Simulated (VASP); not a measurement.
# ZnInGaO4 (R3m) in VASP: single point with PBE+D3(BJ)

Aim: the single point of ZnInGaO4 with PBE+D3(BJ).

All numbers are computed with VASP 6.6.1; they aren't measurements. Logs are shortened: lines on timing, memory, paths and dates and some standing lists are left out, and cuts for length are marked.

## (1) The cell of the first run

It takes space group R3m (No. 160, trigonal). The conventional cell has a = 3.336 Å, b = 3.336 Å, c = 25.955 Å, α = 90.00°, β = 90.00°, γ = 120.00°. Within 2.6 Å of Zn (site symmetry 3m) lie 5 O at 1.98 to 2.54 Å. In (site symmetry 3m) has 6 O at 2.20 to 2.21 Å within 2.9 Å. Ga (site symmetry 3m) has 5 O at 1.93 to 1.99 Å within 2.6 Å. Within 2.6 Å of O (site symmetry 3m) lie 1 Zn at 1.98 Å and 3 In at 2.20 Å. O (site symmetry 3m) has 1 Ga at 1.97 Å and 3 In at 2.21 Å within 2.6 Å. Within 2.6 Å of O (site symmetry 3m) lie 3 Ga at 1.93 Å and 1 Zn at 2.54 Å. Within 2.6 Å of O (site symmetry 3m) lie 1 Ga at 1.99 Å and 3 Zn at 2.01 Å.

## (2) Single point, PBE+D3(BJ)

Contents of INCAR:

```
PREC = Accurate ; ENCUT = 520
EDIFF = 1E-7 ; ISMEAR = 0
SIGMA = 0.02 ; LREAL = False
LASPH = True ; NELM = 100
ALGO = Normal ; ISIF = 2
LWAVE = False ; LCHARG = False
GGA = PE ; IVDW = 12
NBANDS = 40
```

Contents of KPOINTS:

```
Automatic mesh
0
Gamma
  9 9 9
```

Contents of POSCAR:

```
ZnInGaO4
1.0
    1.6677575812      0.9628802885      8.6517419067
   -1.6677575812      0.9628802885      8.6517419067
    0.0000000000     -1.9257605770      8.6517419067
Zn In Ga O
1 1 1 4
Direct
    0.2188026928      0.2188026928      0.2188026928
    0.0030072559      0.0030072559      0.0030072559
    0.7871121253      0.7871121253      0.7871121253
    0.2951318289      0.2951318289      0.2951318289
    0.7112730939      0.7112730939      0.7112730939
    0.1210278641      0.1210278641      0.1210278641
    0.8636461392      0.8636461392      0.8636461392
```

Potentials or basis: VASP PAW PBE potentials, release 64 (Zn, In_d, Ga_d, O).

Run with:

```console
> cat potpaw_PBE.64/Zn/POTCAR potpaw_PBE.64/In_d/POTCAR potpaw_PBE.64/Ga_d/POTCAR potpaw_PBE.64/O/POTCAR > POTCAR
> mpirun -np 1 vasp_std > vasp.out
```

OUTCAR:

```text
PREC = Accurate
   ENCUT = 520
   EDIFF = 1E-7
   ISMEAR = 0
   LREAL = False
   LASPH = True
   NELM = 100
   ISIF = 2
   GGA = PE
   IVDW = 12
 IVDW          = 12

 ion  position               nearest neighbor table
   1  0.219  0.219  0.219-   4 1.98   7 2.01   7 2.01   7 2.01
   2  0.003  0.003  0.003-   4 2.20   4 2.20   4 2.20   5 2.21   5 2.21   5 2.21
   3  0.787  0.787  0.787-   6 1.93   6 1.93   6 1.93   5 1.97   7 1.99
   4  0.295  0.295  0.295-   1 1.98   2 2.20   2 2.20   2 2.20
   5  0.711  0.711  0.711-   3 1.97   2 2.21   2 2.21   2 2.21
   6  0.121  0.121  0.121-   3 1.93   3 1.93   3 1.93
   7  0.864  0.864  0.864-   3 1.99   1 2.01   1 2.01   1 2.01

  LATTYP: Found a trigonal (rhomboedric) cell.
 ALAT       =     8.8634751548
 COS(alpha) =     0.9291911111

  Lattice vectors:

 A1 = (   1.6677575812,   0.9628802885,   8.6517419067)
 A2 = (  -1.6677575812,   0.9628802885,   8.6517419067)
 A3 = (   0.0000000000,  -1.9257605770,   8.6517419067)

Analysis of symmetry for initial positions (statically):
=====================================================================
 Subroutine PRICEL returns:
 Original cell was already a primitive cell.

 Routine SETGRP: Setting up the symmetry group for a
 trigonal (rhombohedral) supercell.

 Subroutine GETGRP returns: Found  6 space group operations
 (whereof  6 operations were pure point group operations)
 out of a pool of 12 trial point group operations.

The static configuration has the point symmetry C_3v.

Analysis of symmetry for dynamics (positions and initial velocities):
=====================================================================
 Subroutine PRICEL returns:
 Original cell was already a primitive cell.

 Routine SETGRP: Setting up the symmetry group for a
 trigonal (rhombohedral) supercell.

 Subroutine GETGRP returns: Found  6 space group operations
 (whereof  6 operations were pure point group operations)
 out of a pool of 12 trial point group operations.

The dynamic configuration has the point symmetry C_3v.

 Subroutine INISYM returns: Found  6 space group operations
 (whereof  6 operations are pure point group operations),
 and found     1 'primitive' translations

----------------------------------------------------------------------------------------

                                     Primitive cell

  volume of cell :      83.3604

[... 103 lines left out ...]
   NFREE  =      0    steps in history (QN), initial steepest desc. (CG)
   ISIF   =      2    stress and relaxation
   ISYM   =      2    0-nonsym 1-usesym 2-fastsym
   POTIM  = 0.5000    time-step for ionic-motion
   TEBEG  =    0.0;   TEEND  =   0.0 temperature during run
   PSTRESS=    0.0 pullay stress
   NELECT =      62.0000    total number of electrons
   NUPDOWN=      -1.0000    fix difference up-down
   EMIN   =  10.00;   EMAX   =-10.00  energy-range for DOS
   EFERMI =   0.00;   METHOD = LEGACY
   ISMEAR =     0;   SIGMA  =   0.02  broadening in eV -4-tet -1-fermi 0-gaus
   EFERMI_NEDOS =   21; number of points for ismear=-14 and -15
   IALGO  =     38    algorithm
   IMIX   =      4    mixing-type and parameters
     AMIX     =   0.40;   BMIX     =  1.00
     AMIX_MAG =   1.60;   BMIX_MAG =  1.00
  volume/ion in A,a.u.               =      11.91        80.36
  Fermi-wavevector in a.u.,A,eV,Ry     =   1.483265  2.802964 29.933834  2.200075
  Thomas-Fermi vector in A             =   2.596948
   LORBIT       =      0    0 simple, 1 ext, 2 COOP (PROOUT), +10 PAW based schemes
   GGA     = PE    functional components
   LHFCALC =     F    Hartree Fock is set to
   AEXX    =    0.0000 exact exchange contribution
   IVDW    =    12    specifies the selected vdW correction
   LEPSILON=     F    determine dielectric tensor
   LRPA    =     F    only Hartree local field effects (RPA)
 non-spin polarized calculation
 Gauss-broadening in eV      SIGMA  =   0.02
  energy-cutoff  :      520.00
  volume of cell :       83.36
 maximum number of plane-waves:      2289
 NGX is ok and might be reduce to    70
   NGX = 33   NGY = 33   NGZ = 33

 number of electron      62.0000006 magnetization

 Free energy of the ion-electron system (eV)
  ---------------------------------------------------
  ext. energy  EPLUGINS =         0.00000000
  ---------------------------------------------------
  free energy    TOTEN  =       -37.78983040 eV

  energy without entropy =      -37.78983040  energy(sigma->0) =      -37.78983040

 E-fermi :   3.9568     XC(G=0): -11.1261

 val. band max:        3.8052140863   @ k =   0.0000   0.0000   0.0000
 cond. band min:       4.9708764713   @ k =   0.0000   0.0000   0.0000
 fundamental gap:      1.1656623850
 Fermi energy:         3.9567767265

 k-point     1 :       0.0000    0.0000    0.0000
  band No.  band energies     occupation
      1     -14.8314      2.00000
      2     -13.9070      2.00000
      3     -13.3290      2.00000
      4     -12.8905      2.00000
      5      -9.5576      2.00000
      6      -9.5576      2.00000
[... 1021 lines left out ...]
     39      14.5557      0.00000
     40      16.1084      0.00000

 [... further k-points ...]

------------------------ aborting loop because EDIFF is reached ----------------------------------------

 Edisp (eV)   -1.47717

 E8    (eV) :    -0.5909

  FORCE on cell =-STRESS in cart. coord.  units (eV):
  Direction    XX          YY          ZZ          XY          YZ          ZX
  --------------------------------------------------------------------------------------
  -------------------------------------------------------------------------------------
  Total       0.35372     0.35372     0.38332     0.00000     0.00000     0.00000
  in kB       6.79852     6.79852     7.36732     0.00000     0.00000     0.00000
  external pressure =        6.99 kB  Pullay stress =        0.00 kB

 VOLUME and BASIS-vectors are now :
 -----------------------------------------------------------------------------
  energy-cutoff  :      520.00
  volume of cell :       83.36
      direct lattice vectors                 reciprocal lattice vectors
     1.667757581  0.962880288  8.651741907     0.299803764  0.173091784  0.038527887
    -1.667757581  0.962880288  8.651741907    -0.299803764  0.173091784  0.038527887
     0.000000000 -1.925760577  8.651741907     0.000000000 -0.346183567  0.038527887

 POSITION                                       TOTAL-FORCE (eV/Angst)
 -----------------------------------------------------------------------------------
      0.00000      0.00000      5.67907         0.000000      0.000000      0.001487
      0.00000      0.00000      0.07805         0.000000      0.000000     -0.001105
      0.00000      0.00000     20.42967         0.000000     -0.000000     -0.007717
      0.00000      0.00000      7.66021         0.000000      0.000000      0.019439
      0.00000      0.00000     18.46125         0.000000     -0.000000     -0.003924
      0.00000      0.00000      3.14131         0.000000      0.000000     -0.004236
      0.00000      0.00000     22.41613         0.000000     -0.000000     -0.003943
 -----------------------------------------------------------------------------------
    total drift:                                0.000000     -0.000000     -0.000942

  FREE ENERGIE OF THE ION-ELECTRON SYSTEM (eV)
  ---------------------------------------------------
  free  energy   TOTEN  =       -39.2669968793 eV

  energy  without entropy=      -39.2669968793  energy(sigma->0) =      -39.26699688
```

OSZICAR:

```text
N       E                     dE             d eps       ncg     rms          rms(c)
DAV:   1     0.730180784264E+03    0.73018E+03   -0.29144E+04  7384   0.245E+03
DAV:   2     0.832608284691E+02   -0.64692E+03   -0.60189E+03  7200   0.627E+02
DAV:   3    -0.367124852019E+02   -0.11997E+03   -0.11691E+03  7640   0.225E+02
DAV:   4    -0.440850253263E+02   -0.73725E+01   -0.73165E+01  8616   0.595E+01
DAV:   5    -0.443131501341E+02   -0.22812E+00   -0.22804E+00  8632   0.106E+01    0.171E+01
DAV:   6    -0.376051693809E+02    0.67080E+01   -0.19667E+01 12112   0.676E+01    0.103E+01
DAV:   7    -0.378518334061E+02   -0.24666E+00   -0.38639E+00  7384   0.135E+01    0.481E+00
DAV:   8    -0.378021187436E+02    0.49715E-01   -0.30409E-01 11048   0.464E+00    0.239E+00
DAV:   9    -0.377894838046E+02    0.12635E-01   -0.67767E-02 10816   0.388E+00    0.500E-01
DAV:  10    -0.377892343238E+02    0.24948E-03   -0.15323E-02  9048   0.119E+00    0.162E-01
DAV:  11    -0.377895226307E+02   -0.28831E-03   -0.40690E-03  8672   0.470E-01    0.101E-01
DAV:  12    -0.377897448037E+02   -0.22217E-03   -0.30773E-04  8528   0.238E-01    0.617E-02
DAV:  13    -0.377898318808E+02   -0.87077E-04   -0.24378E-04  8840   0.175E-01    0.220E-02
DAV:  14    -0.377898292147E+02    0.26661E-05   -0.43594E-05  9544   0.638E-02    0.817E-03
DAV:  15    -0.377898298520E+02   -0.63730E-06   -0.13901E-05  8112   0.258E-02    0.524E-03
DAV:  16    -0.377898303702E+02   -0.51823E-06   -0.15337E-06  8536   0.132E-02    0.195E-03
DAV:  17    -0.377898303998E+02   -0.29605E-07   -0.21865E-07  6624   0.640E-03
   1 F= -.39266997E+02 E0= -.39266997E+02  d E =-.154369E-28
```

Run time: 65 min. Hardware: 1 thread of Oxide Virtual Turin-like, shared host; peak memory 0.83 GiB.

What came out:

```yaml
Free_energy: -39.2670 eV
Pressure: 0.7 GPa
Largest_force: 0.019 eV/Å
Band_gap_on_the_k_mesh: 1.17 eV, direct
Dispersion_energy_per_atom: -0.211 eV
```

Forces on the atoms (eV/Å):
```
Zn   0.000  0.000  0.001
In   0.000  0.000 -0.001
Ga   0.000  0.000 -0.008
O    0.000  0.000  0.019
O    0.000  0.000 -0.004
O    0.000  0.000 -0.004
O    0.000  0.000 -0.004
```

Caveat: spin-orbit coupling is left out, which moves the levels of the heavy elements.
